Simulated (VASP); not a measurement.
Write the native input for VASP 6.6.1 that does the following.

```
Task                   : single point
Functional             : PBE
Potentials or basis    : VASP PAW PBE potentials, release 64 (Ga_d, N)
Cutoff                 : 520 eV
k mesh                 : 10 × 10 × 10
Occupations            : gaussian, width 0.02 eV
Spin                   : no spin polarisation
Dipole correction      : no
Further INCAR settings : ALGO = Normal; EDIFF = 1e-07; NBANDS = 16
```

The structure of GaN lies in POSCAR:

```
GaN
1.0
    0.0000000000      2.3188305185      2.3188305185
    2.3188305185      0.0000000000      2.3188305185
    2.3188305185      2.3188305185      0.0000000000
Ga N
1 1
Direct
    0.0000000000      0.0000000000      0.0000000000
    0.7500000000      0.7500000000      0.7500000000
```

This cell differs from its parent crystal: volume scaled by 1.06.

One way to write it, as run:

INCAR

```
SYSTEM = GaN
PREC = Accurate
ENCUT = 520
EDIFF = 1E-7
ISMEAR = 0
SIGMA = 0.02
LREAL = .False.
LASPH = .True.
NELM = 100
ALGO = Normal
ISIF = 2
LWAVE = .False.
LCHARG = .False.
GGA = PE
NBANDS = 16
```

KPOINTS

```
regular mesh
0
Gamma
  10 10 10
  0 0 0
```

Potentials or basis: VASP PAW PBE potentials, release 64 (Ga_d, N).

Run with:

```bash
$ cat potpaw_PBE.64/Ga_d/POTCAR potpaw_PBE.64/N/POTCAR > POTCAR
$ mpirun -np 1 vasp_std > vasp.out
```

Results of the run:

```yaml
Pressure: -8.6 GPa
Band_gap_on_the_k_mesh: 1.17 eV, direct
```

Wall time 23 s on 1 thread of Intel Xeon 8259CL, on a shared host, peak memory 0.15 GiB.
